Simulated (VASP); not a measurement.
Input of a VASP 6.6.1 run:

File INCAR:

```
ALGO     = Normal         # electronic algorithm
EDIFF    = 1E-6           # SCF threshold, eV
ENCUT    = 520            # plane-wave cutoff, eV
GGA      = PE             # functional
ISIF     = 2              # what is computed and relaxed
ISMEAR   = -1             # smearing method
IVDW     = 12             # dispersion correction
LASPH    = T              # aspherical terms in the spheres
LCHARG   = T              # write CHGCAR
LELF     = T              # ELF
LREAL    = F              # projectors in reciprocal space
LVHAR    = T            
LWAVE    = F              # write WAVECAR
NBANDS   = 36             # bands
NELM     = 80             # most SCF steps
PREC     = Accurate       # precision mode
SIGMA    = 0.05           # smearing width, eV
```

The input KPOINTS:

```
k-points
0
Gamma
  1 1 1
```

The input POSCAR:

```
NaH8ClO4
1.0
    5.9739610000      0.0000000000      0.0000000000
    0.0000000000      5.9739610000      0.0000000000
    0.0000000000      0.0000000000      5.9739610000
O H Na Cl
4 8 1 1
Direct
    0.5964049648      0.4563136586      0.4101968526
    0.8523992708      0.8290479298      0.4166917059
    0.2465031158      0.0706733773      0.3512242547
    0.1610656648      0.3925201386      0.8203937053
    0.6703759867      0.5996189128      0.4282920494
    0.6481963977      0.3611506670      0.5311551247
    0.7866472513      0.9148034277      0.5428056862
    0.8130451471      0.9048435368      0.2761149596
    0.3389375994      0.0542353725      0.4883694420
    0.1185478111     -0.0166388766      0.3773543215
    0.1899911968      0.4261996354      0.6634961293
    0.0104118524      0.3189508602      0.8111033868
    0.4179136757      0.2788602068      0.0980588926
    0.7128771011      0.1112829495      0.8381038979
```

Potentials or basis: VASP PAW PBE potentials, release 64 (O, H, Na_pv, Cl).

Launch:

```console
$ cat potpaw_PBE.64/O/POTCAR potpaw_PBE.64/H/POTCAR potpaw_PBE.64/Na_pv/POTCAR potpaw_PBE.64/Cl/POTCAR > POTCAR
$ mpirun -np 1 vasp_gam > vasp.out
```

Problem. Predict the band gap on the k mesh.

Solution. 4.50 eV.

Problem. What does it give for the pressure?

Solution. 0.4 GPa.

Problem. Predict the largest force.

Solution. 2.841 eV/Å.

Stress tensor (GPa, compression positive):
```
 1.15  1.08 -1.22
 1.08  1.62 -0.06
-1.22 -0.06 -1.69
```

Caveat: the k points lie up to 1.05 Å⁻¹ apart.
